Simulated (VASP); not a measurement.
Runs of VASP 6.6.1 on H. The structure is that of space group Cmce (No. 64), or close to it. The cells are those of the table. 

```csv
task,cell,cutoff (eV),gap on the mesh (eV),pressure (GPa),largest force (eV/Å)
single point,"a = 3.717, b = 3.717, c = 4.254 Å, angles 90.0, 90.0, 89.3°, 4 atoms",500,8.33,-3.9,2.50
single point,"a = 3.736, b = 3.736, c = 4.425 Å, angles 90.0, 90.0, 86.7°, 4 atoms",520,9.32,-0.2,0.02
relaxation of cell and atoms,"relaxed from a = 3.670, b = 3.670, c = 4.142 Å, angles 90.0, 90.0, 88.8°, 4 atoms",600,9.21,0.0,-
single point,"a = 3.705, b = 3.705, c = 4.396 Å, angles 90.0, 90.0, 91.3°, 4 atoms",520,9.22,-0.4,0.17
single point,"a = 3.503, b = 3.649, c = 3.998 Å, angles 89.7, 88.6, 88.8°, 4 atoms",520,9.28,2.3,(b)
single point,"a = 3.735, b = 3.735, c = 4.423 Å, angles 90.0, 90.0, 86.4°, 4 atoms",520,9.32,-0.2,0.01
single point,"a = 3.584, b = 3.584, c = 4.163 Å, angles 90.0, 90.0, 87.5°, 4 atoms",500,9.89,4.3,(a)
```

Alike in all rows: level PBE; potentials or basis VASP PAW PBE potentials, release 64 (H); no spin polarisation; k mesh 6 × 6 × 6; smearing gaussian 0.02 eV.

Q: Fill in the values left out.

A: (a) 3.30; (b) 1.69.

Caveats: forces of over 1 eV/Å act on the atoms, so gaps and moduli don't describe the material at rest (some runs).

A k mesh can miss the band edges.
